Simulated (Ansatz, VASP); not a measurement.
Two plane-wave programs on TaN

INCAR

```
SYSTEM = TaN
PREC = Accurate
ENCUT = 520
EDIFF = 1E-6
ISMEAR = 0
SIGMA = 0.05
LREAL = .False.
LASPH = .True.
NELM = 150
ALGO = Normal
ISIF = 2
LWAVE = .False.
LCHARG = .False.
ISPIN = 2
MAGMOM = -0.06 -0.06 -0.03 -0.03
LORBIT = 11
LMAXMIX = 4
LDAU = .True.
LDAUTYPE = 2
LDAUL = 2 -1
LDAUU = 6 0
LDAUJ = 0 0
LDAUPRINT = 1
GGA = PE
NBANDS = 28
```

File KPOINTS:

```
regular mesh
0
Gamma
  7 7 7
  0 0 0
```

The input POSCAR:

```
TaN
1.0
    0.0000000000      2.1790013100      2.1790013100
    2.1790013100      0.0000000000      2.1790013100
    4.3580026200      4.3580026200      0.0000000000
Ta N
2 2
Direct
    0.5000000000      0.5000000000      0.2500000000
    0.5000000000      0.5000000000      0.7500000000
    0.0000000000      0.0000000000      0.0000000000
    0.0000000000      0.0000000000      0.5000000000
```

Input for Ansatz:

```yaml
crystal:
  lattice:
    - [0.0, 2.17900131, 2.17900131]
    - [2.17900131, 0.0, 2.17900131]
    - [4.35800262, 4.35800262, 0.0]
  atoms:
    - { symbol: Ta, position: [0.5, 0.5, 0.25], spin: 2.0 }
    - { symbol: "N", position: [0.0, 0.0, 0.0] }
    - { symbol: Ta, position: [0.5, 0.5, 0.75], spin: 2.0 }
    - { symbol: "N", position: [0.0, 0.0, 0.5] }
basis:
  ecutwfc: 420
  ecutrho_ratio: 4
kpoints:
  mp_grid: { grid: [7, 7, 7] }
hamiltonian:
  xc: pbe
  hubbard:
    sites:
      - { site: 0, l: d, u_eff: 6.0, starting_ns: [{ spin: up, occupation_matrix: s0up }, { spin: down, occupation_matrix: s0down }] }
      - { site: 2, l: d, u_eff: 6.0, starting_ns: [{ spin: up, occupation_matrix: s2up }, { spin: down, occupation_matrix: s2down }] }
    occupation_matrices:
      s0up:
        matrix:
          - [0.02035, -0.00732, -0.00759, 0.0, 0.01492]
          - [-0.00732, 0.65261, -0.31659, -0.01298, -0.31675]
          - [-0.00759, -0.31659, 0.6535, 0.01284, -0.31631]
          - [0.0, -0.01298, 0.01284, 0.02035, 0.00016]
          - [0.01492, -0.31675, -0.31631, 0.00016, 0.65318]
      s0down:
        matrix:
          - [0.02, 0.0, 0.0, 0.0, 0.0]
          - [0.0, 0.02, 0.0, 0.0, 0.0]
          - [0.0, 0.0, 0.02, 0.0, 0.0]
          - [0.0, 0.0, 0.0, 0.02, 0.0]
          - [0.0, 0.0, 0.0, 0.0, 0.02]
      s2up:
        matrix:
          - [0.02035, -0.00732, -0.00759, 0.0, 0.01492]
          - [-0.00732, 0.65261, -0.31659, -0.01298, -0.31675]
          - [-0.00759, -0.31659, 0.6535, 0.01284, -0.31631]
          - [0.0, -0.01298, 0.01284, 0.02035, 0.00016]
          - [0.01492, -0.31675, -0.31631, 0.00016, 0.65318]
      s2down:
        matrix:
          - [0.02, 0.0, 0.0, 0.0, 0.0]
          - [0.0, 0.02, 0.0, 0.0, 0.0]
          - [0.0, 0.0, 0.02, 0.0, 0.0]
          - [0.0, 0.0, 0.0, 0.02, 0.0]
          - [0.0, 0.0, 0.0, 0.0, 0.02]
    ns_hold: { iters: 10 }
scf:
  occupations: { method: gaussian, width: 0.05 }
  lower_state_search: "off"
  max_iter: 150
output:
  forces: true
  stress: true
  eigenvalues: true
  populations: true
  hubbard: { sites: [{ site: 0, l: d }, { site: 2, l: d }] }
  write_density: true
  write_potential: true
  elf: true
  volumetric_format: npy
magnetization:
  spin_polarized: true
```

Alike in both runs: task single point; functional PBE; k mesh 7 × 7 × 7; occupations gaussian, width 0.05 eV; collinear spin; Hubbard terms Ta d U = 6.0 eV.

|  | VASP | Ansatz |
| --- | --- | --- |
| version | VASP 6.6.1 | Ansatz 0.2.0 |
| potentials or method | VASP PAW PBE potentials, release 64 (Ta_pv, N), cutoff 520 eV | scalar-relativistic, plane waves, PAW |
| valence electrons in the cell | 32 | 36 |

```csv
,VASP,Ansatz,Ansatz less VASP
gap on the k mesh at the Fermi level (eV),none,none,-
net moment per atom (μB),0.00,0.05,+0.045
size of the moment on the site where the two differ most (μB),0.00,0.05,+0.054
```

Site moments also hang on the region over which each program counts them. The programs project onto different local orbitals, so the same U acts differently, and such runs can settle in different states. A gap of «none» marks a metal or a gap that the smearing closes. VASP's potentials hold 32 valence electrons a cell and Ansatz's 36, so a difference there can come from the potentials and not from the codes. Ansatz's warnings: filled band counts differ across k points, seeded moment not kept, specified occupation not kept, symmetry narrowed by occupation matrices.

Spin-orbit coupling is off throughout.
